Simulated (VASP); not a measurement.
# MgO (CsCl type) (Pm-3m) in VASP: a series of runs

MgO (CsCl type) is run at these levels: PBE; tasks: single point, relaxation of cell and atoms.

All numbers are computed with VASP 6.6.1; they aren't measurements. Logs are shortened: lines on timing, memory, paths and dates and some standing lists are left out, and cuts for length are marked.

### 1 The cell of the first run

The structure is cubic, space group Pm-3m (No. 221). The conventional cell has a = 2.254 Å, b = 2.254 Å, c = 2.254 Å, α = 90.00°, β = 90.00°, γ = 90.00°. Within 2.6 Å of Mg (site symmetry m-3m) lie 8 O at 1.95 Å and 6 Mg at 2.25 Å. O (site symmetry m-3m) has 8 Mg at 1.95 Å and 6 O at 2.25 Å within 2.6 Å.

### 2 Single point, PBE

Input file INCAR:

```
SYSTEM = MgO
  PREC = Accurate
  ENCUT = 520
  EDIFF = 1E-7
  ISMEAR = -1
  SIGMA = 0.08
  LREAL = .FALSE.
  LASPH = .TRUE.
  NELM = 60
  ALGO = Normal
  ISIF = 2
  LWAVE = .FALSE.
  LCHARG = .FALSE.
  GGA = PE
  NBANDS = 11
```

Input file KPOINTS:

```
Automatic mesh
0
G
  16 16 16
  0 0 0
```

Input file POSCAR:

```
MgO
1.0
    2.2542224073      0.0000000000      0.0000000000
    0.0000000000      2.2542224073      0.0000000000
    0.0000000000      0.0000000000      2.2542224073
Mg O
1 1
Direct
    0.0000000000      0.0000000000      0.0000000000
    0.5000000000      0.5000000000      0.5000000000
```

Potentials or basis: VASP PAW PBE potentials, release 64 (Mg, O).

Started as:

```console
$ cat potpaw_PBE.64/Mg/POTCAR potpaw_PBE.64/O/POTCAR > POTCAR
$ mpirun -np 1 vasp_std > vasp.out
```

OUTCAR:

```text
SYSTEM = MgO
   PREC = Accurate
   ENCUT = 520
   EDIFF = 1E-7
   ISMEAR = -1
   LREAL = .FALSE.
   LASPH = .TRUE.
   NELM = 60
   ISIF = 2
   GGA = PE

 ion  position               nearest neighbor table
   1  0.000  0.000  0.000-   2 1.95   2 1.95   2 1.95   2 1.95   2 1.95   2 1.95   2 1.95   2 1.95

   2  0.500  0.500  0.500-   1 1.95   1 1.95   1 1.95   1 1.95   1 1.95   1 1.95   1 1.95   1 1.95

  LATTYP: Found a simple cubic cell.
 ALAT       =     2.2542224073

  Lattice vectors:

 A1 = (   2.2542224073,   0.0000000000,   0.0000000000)
 A2 = (   0.0000000000,   2.2542224073,   0.0000000000)
 A3 = (   0.0000000000,   0.0000000000,   2.2542224073)

Analysis of symmetry for initial positions (statically):
=====================================================================
 Subroutine PRICEL returns:
 Original cell was already a primitive cell.

 Routine SETGRP: Setting up the symmetry group for a
 simple cubic supercell.

 Subroutine GETGRP returns: Found 48 space group operations
 (whereof 48 operations were pure point group operations)
 out of a pool of 48 trial point group operations.

The static configuration has the point symmetry O_h .

Analysis of symmetry for dynamics (positions and initial velocities):
=====================================================================
 Subroutine PRICEL returns:
 Original cell was already a primitive cell.

 Routine SETGRP: Setting up the symmetry group for a
 simple cubic supercell.

 Subroutine GETGRP returns: Found 48 space group operations
 (whereof 48 operations were pure point group operations)
 out of a pool of 48 trial point group operations.

The dynamic configuration has the point symmetry O_h .

 Subroutine INISYM returns: Found 48 space group operations
 (whereof 48 operations are pure point group operations),
 and found     1 'primitive' translations

----------------------------------------------------------------------------------------

                                     Primitive cell

  volume of cell :      11.4549

  direct lattice vectors                    reciprocal lattice vectors
     2.254222407  0.000000000  0.000000000     0.443611951  0.000000000  0.000000000
     0.000000000  2.254222407  0.000000000     0.000000000  0.443611951  0.000000000
     0.000000000  0.000000000  2.254222407     0.000000000  0.000000000  0.443611951

  length of vectors
     2.254222407  2.254222407  2.254222407     0.443611951  0.443611951  0.443611951

  position of ions in fractional coordinates (direct lattice)
     0.000000000  0.000000000  0.000000000
     0.500000000  0.500000000  0.500000000

  ion indices of the primitive-cell ions
   primitive index   ion index
                 1           1
                 2           2

----------------------------------------------------------------------------------------

 KPOINTS: Automatic mesh

Automatic generation of k-mesh.
 Grid dimensions read from file:
 generate k-points for:   16   16   16

 Generating k-lattice:

  Cartesian coordinates                     Fractional coordinates (reciprocal lattice)
     0.027725747  0.000000000  0.000000000     0.062500000  0.000000000  0.000000000
     0.000000000  0.027725747  0.000000000     0.000000000  0.062500000  0.000000000
     0.000000000  0.000000000  0.027725747     0.000000000  0.000000000  0.062500000

  Length of vectors
     0.027725747  0.027725747  0.027725747

  Shift w.r.t. Gamma in fractional coordinates (k-lattice)
     0.000000000  0.000000000  0.000000000

 Subroutine IBZKPT returns following result:
 ===========================================

 Found    165 irreducible k-points:

 Following reciprocal coordinates:
            Coordinates               Weight
  0.000000  0.000000  0.000000      1.000000
  0.062500  0.000000  0.000000      6.000000
  0.125000  0.000000  0.000000      6.000000
  0.187500  0.000000  0.000000      6.000000
  0.250000  0.000000  0.000000      6.000000
  0.312500  0.000000  0.000000      6.000000
[... 16 lines left out ...]
  0.437500  0.125000  0.000000     24.000000
  0.500000  0.125000  0.000000     12.000000
 [... further k-points ...]
   k-points           NKPTS =    165   k-points in BZ     NKDIM =    165   number of bands    NBANDS=     11
   number of dos      NEDOS =    301   number of ions     NIONS =      2
   total plane-waves  NPLWV =   5832
   dimension x,y,z NGX =    18 NGY =   18 NGZ =   18
   dimension x,y,z NGXF=    36 NGYF=   36 NGZF=   36
   ions per type =               1   1
   NGX,Y,Z   is equivalent  to a cutoff of  13.27, 13.27, 13.27 a.u.
   NGXF,Y,Z  is equivalent  to a cutoff of  26.55, 26.55, 26.55 a.u.
 SYSTEM =  MgO
   PREC   = accura    normal or accurate (medium, high low for compatibility)
   ISTART =      0    job   : 0-new  1-cont  2-samecut
   ICHARG =      2    charge: 1-file 2-atom 10-const
   ISPIN  =      1    spin polarized calculation?
   LNONCOLLINEAR =      F non collinear calculations
   LSORBIT =      F    spin-orbit coupling
   LASPH  =      T    aspherical Exc in radial PAW
   ENCUT  =  520.0 eV  38.22 Ry    6.18 a.u.   4.19  4.19  4.19*2*pi/ulx,y,z
   NELM   =     60;   NELMIN=  2; NELMDL= -5     # of ELM steps
   EDIFF  = 0.1E-06   stopping-criterion for ELM
   LREAL  =      F    real-space projection
   EDIFFG = 0.1E-05   stopping-criterion for IOM
   NSW    =      0    number of steps for IOM
   IBRION =     -1    ionic relax: 0-MD 1-quasi-New 2-CG
   NFREE  =      0    steps in history (QN), initial steepest desc. (CG)
   ISIF   =      2    stress and relaxation
   ISYM   =      2    0-nonsym 1-usesym 2-fastsym
   POTIM  = 0.5000    time-step for ionic-motion
   TEBEG  =    0.0;   TEEND  =   0.0 temperature during run
   PSTRESS=    0.0 pullay stress
   NELECT =       8.0000    total number of electrons
   NUPDOWN=      -1.0000    fix difference up-down
   EMIN   =  10.00;   EMAX   =-10.00  energy-range for DOS
   EFERMI =   0.00;   METHOD = LEGACY
   ISMEAR =    -1;   SIGMA  =   0.08  broadening in eV -4-tet -1-fermi 0-gaus
   EFERMI_NEDOS =   21; number of points for ismear=-14 and -15
   IALGO  =     38    algorithm
   IMIX   =      4    mixing-type and parameters
     AMIX     =   0.40;   BMIX     =  1.00
     AMIX_MAG =   1.60;   BMIX_MAG =  1.00
  volume/ion in A,a.u.               =       5.73        38.65
  Fermi-wavevector in a.u.,A,eV,Ry     =   1.452473  2.744776 28.703909  2.109678
  Thomas-Fermi vector in A             =   2.569851
   LORBIT       =      0    0 simple, 1 ext, 2 COOP (PROOUT), +10 PAW based schemes
   GGA     = PE    functional components
   LHFCALC =     F    Hartree Fock is set to
   AEXX    =    0.0000 exact exchange contribution
   IVDW    =     0    specifies the selected vdW correction
   LEPSILON=     F    determine dielectric tensor
   LRPA    =     F    only Hartree local field effects (RPA)
 non-spin polarized calculation
  energy-cutoff  :      520.00
  volume of cell :       11.45
 maximum number of plane-waves:       320
 NGX is ok and might be reduce to    18
   NGX =  9   NGY =  9   NGZ =  9

 number of electron       8.0000001 magnetization

 Free energy of the ion-electron system (eV)
  ---------------------------------------------------
  ext. energy  EPLUGINS =         0.00000000
  ---------------------------------------------------
  free energy    TOTEN  =        -7.55366328 eV

  energy without entropy =       -7.55366328  energy(sigma->0) =       -7.55366328

 E-fermi :  12.0753     XC(G=0): -13.7326

 val. band max:       10.4572664108   @ k =   0.5000   0.5000   0.0000
 cond. band min:      17.1517949652   @ k =   0.5000   0.5000   0.0000
 fundamental gap:      6.6945285544
 Fermi energy:        12.0753315601

 k-point     1 :       0.0000    0.0000    0.0000
  band No.  band energies     occupation
      1     -12.1693      2.00000
      2       8.8303      2.00000
      3       8.8303      2.00000
      4       8.8303      2.00000
      5      19.0672      0.00000
      6      21.3649      0.00000
      7      21.3649      0.00000
      8      39.9313      0.00000
      9      39.9313      0.00000
     10      39.9313      0.00000
     11      44.7553      0.00000

 k-point     2 :       0.0625    0.0000    0.0000
  band No.  band energies     occupation
      1     -12.0946      2.00000
      2       8.3767      2.00000
      3       8.8497      2.00000
      4       8.8497      2.00000
      5      19.2702      0.00000
      6      21.4782      0.00000
      7      21.7180      0.00000
      8      39.7134      0.00000
      9      39.7134      0.00000
     10      39.9179      0.00000
     11      44.2596      0.00000

 k-point     3 :       0.1250    0.0000    0.0000
  band No.  band energies     occupation
      1     -11.8744      2.00000
      2       7.2257      2.00000
      3       8.9052      2.00000
      4       8.9052      2.00000
      5      19.7147      0.00000
      6      21.8178      0.00000
      7      22.6921      0.00000
      8      39.0534      0.00000
      9      39.0534      0.00000
     10      39.9499      0.00000
     11      43.3301      0.00000

 k-point     4 :       0.1875    0.0000    0.0000
  band No.  band energies     occupation
      1     -11.5234      2.00000
      2       5.7440      2.00000
      3       8.9897      2.00000
      4       8.9897      2.00000
      5      20.2440      0.00000
      6      22.3822      0.00000
      7      23.9570      0.00000
      8      38.0348      0.00000
      9      38.0348      0.00000
     10      40.2088      0.00000
     11      41.0441      0.00000

 k-point     5 :       0.2500    0.0000    0.0000
  band No.  band energies     occupation
      1     -11.0694      2.00000
      2       4.1986      2.00000
      3       9.0914      2.00000
      4       9.0914      2.00000
      5      20.8349      0.00000
      6      23.1674      0.00000
      7      25.0967      0.00000
      8      36.8865      0.00000
      9      36.8865      0.00000
     10      38.2070      0.00000
     11      40.9269      0.00000
[... 211 lines left out ...]
 k-point    21 :       0.3125    0.1250    0.0000
  band No.  band energies     occupation
      1     -10.3169      2.00000
      2       3.0042      2.00000
      3       7.9007      2.00000
      4       9.3177      2.00000
      5      22.1454      0.00000
      6      24.1775      0.00000
      7      25.9274      0.00000
      8      33.3369      0.00000
      9      35.7588      0.00000
     10      37.8430      0.00000
     11      39.6729      0.00000

 k-point    22 :       0.3750    0.1250    0.0000
  band No.  band energies     occupation
      1      -9.8408      2.00000
      2       1.8464      2.00000
      3       8.0694      2.00000
      4       9.4200      2.00000
      5      22.7432      0.00000
      6      24.5391      0.00000
      7      26.3463      0.00000
      8      32.2317      0.00000
      9      34.9123      0.00000
     10      37.2288      0.00000
     11      39.5482      0.00000

 k-point    23 :       0.4375    0.1250    0.0000
  band No.  band energies     occupation
      1      -9.4819      2.00000
      2       1.0671      2.00000
      3       8.1854      2.00000
      4       9.4896      2.00000
      5      23.2531      0.00000
      6      24.5732      0.00000
      7      26.7957      0.00000
      8      31.3007      0.00000
      9      34.3799      0.00000
     10      36.8062      0.00000
     11      39.4732      0.00000

 k-point    24 :       0.5000    0.1250    0.0000
  band No.  band energies     occupation
      1      -9.3460      2.00000
      2       0.7894      2.00000
      3       8.2268      2.00000
      4       9.5144      2.00000
      5      23.4933      0.00000
      6      24.4898      0.00000
      7      27.0479      0.00000
      8      30.8929      0.00000
      9      34.1987      0.00000
     10      36.6545      0.00000
     11      39.4466      0.00000

 [... further k-points ...]
[... 5 lines left out ...]
  --------------------------------------------------------------------------------------
  -------------------------------------------------------------------------------------
  Total       13.6477595     13.6477595     13.6477595     -0.0000000     -0.0000000      0.0000000
  in kB     1908.8933128   1908.8933128   1908.8933128     -0.0000000     -0.0000000      0.0000000
  external PRESSURE =    1908.8933128 kB  Pullay stress =       0.0000000 kB

 VOLUME and BASIS-vectors are now :
 -----------------------------------------------------------------------------
  energy-cutoff  :      520.00
  volume of cell :       11.45
      direct lattice vectors                 reciprocal lattice vectors
     2.254222407  0.000000000  0.000000000     0.443611951  0.000000000  0.000000000
     0.000000000  2.254222407  0.000000000     0.000000000  0.443611951  0.000000000
     0.000000000  0.000000000  2.254222407     0.000000000  0.000000000  0.443611951

 POSITION                                       TOTAL-FORCE (eV/Angst)
 -----------------------------------------------------------------------------------
      0.00000      0.00000      0.00000         0.000000      0.000000      0.000000
      1.12711      1.12711      1.12711         0.000000      0.000000      0.000000
 -----------------------------------------------------------------------------------
    total drift:                                0.000000     -0.000000      0.000000

  FREE ENERGIE OF THE ION-ELECTRON SYSTEM (eV)
  ---------------------------------------------------
  free  energy   TOTEN  =        -7.5536632784 eV

  energy  without entropy=       -7.5536632783  energy(sigma->0) =       -7.55366328
```

It took 10 s on 1 thread of Intel Xeon 6975P-C, shared host; peak memory 0.14 GiB.

What came out:

```
Free energy            : -7.5537 eV
Pressure               : 190.9 GPa
Band gap on the k mesh : 6.69 eV, direct
```

Levels at points of the mesh, in eV from the valence-band top:
```tsv
k point	band 2	band 3	band 4	band 5	band 6	band 7
(0.00, 0.00, 0.00)	-1.63	-1.63	-1.63	8.61	10.91	10.91
(0.50, 0.00, 0.00)	-9.97	-1.09	-1.09	12.28	15.64	16.97
(0.50, 0.50, 0.00)	-7.48	-7.48	0.00	6.69	17.71	18.30
(0.50, 0.50, 0.50)	-6.50	-6.50	-6.50	9.85	9.85	9.85
```

A k mesh can miss the band edges.

(Continued in part 2 of 2.)
